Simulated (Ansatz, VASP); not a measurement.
# One calculation of Zr, two programs

```
Zr
1.0
     0.00000    2.43540    2.43540
     2.43540    0.00000    2.43540
     2.43540    2.43540    0.00000
Zr
1
Cartesian
  0.0000 0.0000 0.0000
```

Change from the starting cell: strain +0.080 along x and y, +0.080 along z, atoms carried along.

Alike in both runs: task single point; functional PBEsol; k mesh 18 × 18 × 18; occupations gaussian, width 0.15 eV; no spin polarisation.

|  | VASP | Ansatz |
| --- | --- | --- |
| version | VASP 6.6.1 | Ansatz 0.2.0 |
| potentials or method | VASP PAW PBE potentials, release 64 (Zr_sv), cutoff 520 eV | scalar-relativistic, plane waves, PAW |
| valence electrons in the cell | 12 | 12 |

|  | VASP | Ansatz | Ansatz less VASP |
| --- | --- | --- | --- |
| gap on the k mesh at the Fermi level (eV) | none | none | - |
| pressure (GPa) | -16.1 | -16.1 | -0.04 |

VASP's potentials were made for PBE, not for PBEsol. A gap of «none» marks a metal or a gap that the smearing closes. The functional is the same, so the differences come from potentials, cutoffs and numerics.
